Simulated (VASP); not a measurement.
Mg5NiS6:

```
CELL_PARAMETERS angstrom
3.65680 -0.07581 -0.06667
-1.89405 3.18860 0.03443
-0.32385 0.00615 17.74421
ATOMIC_POSITIONS crystal
Mg 0.33776 0.72685 0.84323
Mg 0.71369 0.34819 0.66735
Mg 0.94126 0.99392 0.48943
Mg 0.37466 0.76712 0.32689
Mg 0.70927 0.36730 0.17151
Ni 0.01246 0.95394 0.99520
S 0.68052 0.34377 0.92404
S 0.31881 0.64198 0.06173
S 0.03178 0.01475 0.77072
S 0.33411 0.65904 0.59563
S 0.59455 0.29175 0.41070
S 0.95112 0.89139 0.24358
```

```yaml
Program: VASP 6.6.1
Task: relaxation of cell and atoms
Functional: PBE
Potentials_or_basis: VASP PAW PBE potentials, release 64 (Mg, Ni, S)
Cutoff: 600 eV
k_mesh: 6 × 6 × 1
Occupations: gaussian, width 0.1 eV
Spin: collinear spin
Starting_moments: "[0.0, 0.0, 0.0, 0.0, 0.0, 1.45, 0.22, 0.22, 0.0, 0.0, 0.0, 0.0] μB"
```

At the start: pressure 6.2 GPa; volume 17.02 Å³/atom.

Task: How do energy, volume and symmetry change on relaxing?

Result: Over 24 steps the energy falls by 223.1 meV/atom and the volume is 17.19 Å³/atom (+1.0 %); space group P-3m1 (No. 164, to 0.05 Å); moment 2.00 μB per cell.

The path:
| step | energy change (eV) | largest force (eV/Å) | pressure (GPa) | volume (Å³) |
| --- | --- | --- | --- | --- |
| 1 | 0.0000 | 5.2098 | 6.20 | 204.28 |
| 2 | -1.8415 | 1.0324 | -4.20 | 224.23 |
| 3 | -1.8424 | 1.0041 | -3.94 | 223.36 |
| 4 | -2.3129 | 0.8257 | -1.00 | 211.82 |
| 5 | -2.3931 | 0.6994 | 1.22 | 205.31 |
| 6 | -2.5176 | 0.4585 | 0.36 | 206.54 |
| 7 | -2.5555 | 0.4749 | -0.26 | 207.74 |
| 8 | -2.6069 | 0.2868 | -0.12 | 207.05 |
| 9 | -2.6269 | 0.2739 | 0.12 | 206.26 |
| 10 | -2.6476 | 0.1628 | -0.07 | 206.63 |
| 11 | -2.6563 | 0.1421 | -0.26 | 207.07 |
| 12 | -2.6657 | 0.0854 | 0.28 | 205.61 |
| 13 | -2.6661 | 0.0949 | 0.41 | 205.26 |
| 14 | -2.6699 | 0.0594 | -0.28 | 207.03 |
| 15 | -2.6704 | 0.0670 | -0.11 | 206.59 |
| 16 | -2.6725 | 0.0448 | -0.01 | 206.33 |
| 17 | -2.6729 | 0.0526 | 0.05 | 206.16 |
| 18 | -2.6741 | 0.0355 | -0.02 | 206.34 |
| 19 | -2.6745 | 0.0406 | -0.08 | 206.50 |
| 20 | -2.6754 | 0.0299 | 0.10 | 206.02 |
| 21 | -2.6755 | 0.0311 | 0.15 | 205.88 |
| 22 | -2.6762 | 0.0317 | 0.02 | 206.20 |
| 23 | -2.6763 | 0.0330 | -0.06 | 206.42 |
| 24 | -2.6767 | 0.0222 | -0.02 | 206.32 |

Final structure:
```cif
data_structure
_symmetry_space_group_name_H-M 'P 1'
_symmetry_Int_Tables_number 1
_cell_length_a 3.6607
_cell_length_b 3.6595
_cell_length_c 17.7818
_cell_angle_alpha 90.023
_cell_angle_beta 90.013
_cell_angle_gamma 119.991
_cell_volume 206.32
loop_
_atom_site_label
_atom_site_type_symbol
_atom_site_fract_x
_atom_site_fract_y
_atom_site_fract_z
_atom_site_occupancy
Mg1 Mg 0.33391 0.66648 0.84060 1
Mg2 Mg 0.66728 0.33544 0.67024 1
Mg3 Mg 0.99861 0.00056 0.49993 1
Mg4 Mg 0.33219 0.66620 0.32956 1
Mg5 Mg 0.66523 0.33171 0.15940 1
Ni1 Ni 0.00212 0.99948 0.00028 1
S1 S 0.66863 0.33204 0.92718 1
S2 S 0.33443 0.66588 0.07296 1
S3 S 0.00034 0.00141 0.75548 1
S4 S 0.33304 0.66770 0.58505 1
S5 S 0.66480 0.33373 0.41480 1
S6 S 0.99941 0.99938 0.24451 1
```

Caveat: a cell with one magnetic atom can't hold antiferromagnetic order, which such compounds often take.
